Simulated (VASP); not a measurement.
Input of a VASP 6.6.1 run:

File INCAR:

```
  ALGO = Normal
  DIPOL = 0.5 0.5 0.241
  EDIFF = 1E-6
  ENCUT = 520
  GGA = PE
  IDIPOL = 3
  ISIF = 2
  ISMEAR = 0
  ISPIN = 2
  IVDW = 12
  LASPH = True
  LCHARG = True
  LDIPOL = True
  LELF = True
  LORBIT = 11
  LREAL = False
  LVACPOTAV = True
  LVHAR = True
  LWAVE = False
  MAGMOM = 0 0 0 0 0 0 0 0 1
  NBANDS = 30
  NELM = 150
  PREC = Accurate
  SIGMA = 0.1
```

KPOINTS

```
k-points
0
Gamma
  6 6 1
```

File POSCAR:

```
HC8
1.0
    4.9313048824     -0.0000000001      0.0000000000
   -2.4656524412      4.2706353020      0.0000000000
    0.0000000000      0.0000000000     17.0000331944
C H
8 1
Direct
    0.3333333333      0.1666666667      0.2352956108
    0.3333333333      0.6666666667      0.2352956108
    0.8333333333      0.1666666667      0.2352956108
    0.8333333333      0.6666666667      0.2352956108
    0.1666666667      0.3333333333      0.2352936582
    0.1666666667      0.8333333333      0.2352936582
    0.6666666667      0.3333333333      0.2352936582
    0.6666666667      0.8333333333      0.2352936582
    0.3333333333      0.1666666667      0.2882366839
```

Potentials or basis: VASP PAW PBE potentials, release 64 (C, H).

Run with:

```console
$ cat potpaw_PBE.64/C/POTCAR potpaw_PBE.64/H/POTCAR > POTCAR
$ mpirun -np 1 vasp_std > vasp.out
```

Q: What does it give for the net moment?

A: 0.50 μB per cell.

Q: What does it give for the site moments?

A: C +0.01, -0.01, +0.06, +0.09; H +0.03 μB.

Forces on the atoms (eV/Å):
```
C    0.000  0.000 -8.642
C   -0.459 -0.265  0.034
C    0.000  0.530  0.034
C    0.459 -0.265  0.034
C   -2.814  1.625 -1.437
C    0.000 -3.249 -1.437
C    2.814  1.625 -1.437
C    0.000  0.000 -0.064
H    0.000  0.000 12.913
```
